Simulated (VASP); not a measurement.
Here is a VASP 6.6.1 calculation.

Contents of INCAR:

```
SYSTEM = LiB18N18
ALGO = Normal
EDIFF = 1E-7
ENCUT = 520
GGA = PE
ISIF = 2
ISMEAR = -1
LASPH = .TRUE.
LCHARG = .TRUE.
LELF = .TRUE.
LREAL = Auto
LVHAR = .TRUE.
LWAVE = .FALSE.
NBANDS = 98
NELECT = 146.0
NELM = 80
PREC = Accurate
SIGMA = 0.01
```

KPOINTS

```
k-points
0
G
  1 1 1
  0 0 0
```

Contents of POSCAR:

```
LiB18N18
1.0
    7.4650312800      0.0000000000      0.0000000000
   -3.7325156400      6.4649067300      0.0000000000
    0.0000000000      0.0000000000      6.4954828800
B N Li
18 18 1
Direct
    0.1113897251      0.2219229232      0.2388070339
    0.2226610733      0.1112279001      0.7625314532
    0.1113937066      0.5556538014      0.2386586230
    0.2215700151      0.4438149102      0.7515730686
    0.1124841559      0.8893347174      0.2496434876
    0.2226571928      0.7774959810      0.7625385351
    0.4439897222      0.2208358233      0.2497121507
    0.5563974948      0.1112345514      0.7625126710
    0.4418135276      0.5539936073      0.2327111052
    0.5547377497      0.4416503005      0.7685661085
    0.4439888685      0.8893248178      0.2496137747
    0.5547420556      0.7791685496      0.7684829738
    0.7776624540      0.2219204483      0.2387580768
    0.8900658970      0.1123145361      0.7514414386
    0.7793197664      0.5539988664      0.2327034076
    0.8900679593      0.4438240364      0.7515239575
    0.7793154749      0.8914937586      0.2327488237
    0.8922317106      0.7791492144      0.7683969140
    0.1117261286      0.2221574200      0.7504761524
    0.2223305032      0.1109964969      0.2507953650
    0.1117268525      0.5556336928      0.7505588253
    0.2218589402      0.4440195536      0.2337663001
    0.1121877747      0.8891277539      0.7674564143
    0.2223309561      0.7775162442      0.2505932246
    0.4447565615      0.2216916747      0.7676091358
    0.5558045781      0.1109882988      0.2507262401
    0.4460274134      0.5560479292      0.7571163054
    0.5562196405      0.4452905696      0.2441863106
    0.4447528531      0.8891351786      0.7675046016
    0.5562140115      0.7770952018      0.2441076405
    0.7782507524      0.2221617511      0.7504467474
    0.8892958413      0.1114546629      0.2338431227
    0.7778327124      0.5560388031      0.7570342484
    0.8892976650      0.4440184708      0.2337128783
    0.7778336270      0.8878581300      0.7569380277
    0.8880338158      0.7771046374      0.2441253452
    0.6668340186      0.6663816169      0.5005983481
```

Potentials or basis: VASP PAW PBE potentials, release 64 (B, N, Li_sv).

Run with:

```sh
$ cat potpaw_PBE.64/B/POTCAR potpaw_PBE.64/N/POTCAR potpaw_PBE.64/Li_sv/POTCAR > POTCAR
$ mpirun -np 1 vasp_gam > vasp.out
```

(1) Predict the largest force.

## Answers

(1) 0.012 eV/Å.

Caveat: the k points lie up to 0.97 Å⁻¹ apart, too coarse for converged energies, forces and pressures; the cell carries a net charge on a neutralising background, which shifts energy and pressure.
